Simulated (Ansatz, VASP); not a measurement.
Two plane-wave programs on Si4N

```
CELL_PARAMETERS angstrom
3.83334 0.00000 0.00000
0.00000 3.83334 0.00000
0.00000 0.00000 21.10348
ATOMIC_POSITIONS crystal
Si 0.00000 0.50000 0.18954
Si 0.00000 0.00000 0.25376
Si 0.50000 0.00000 0.32071
Si 0.50000 0.50000 0.38399
N 0.50000 0.62500 0.48824
```

Alike in both runs: task single point; functional PBE; dispersion D3(BJ); k mesh 7 × 7 × 1; occupations gaussian, width 0.05 eV; collinear spin.

|  | VASP | Ansatz |
| --- | --- | --- |
| version | VASP 6.6.1 | Ansatz 0.2.0 |
| potentials or method | VASP PAW PBE potentials, release 64 (Si, N), cutoff 520 eV | scalar-relativistic, plane waves, PAW |
| valence electrons in the cell | 21 | 21 |

|  | VASP | Ansatz | Ansatz less VASP |
| --- | --- | --- | --- |
| gap on the k mesh at the Fermi level (eV) | none | none | - |
| rms of the force components (eV/Å) | 1.028 | 1.033 | +0.0041 |
| net moment per atom (μB) | 0.36 | 0.36 | 0.000 |
| size of the moment on the site where the two differ most (μB) | 1.29 | 1.58 | +0.286 |

Site moments also hang on the region over which each program counts them. Atom by atom the forces differ by 0.005 eV/Å (rms over components). A gap of «none» marks a metal or a gap that the smearing closes. Ansatz's warnings: stability check not made.
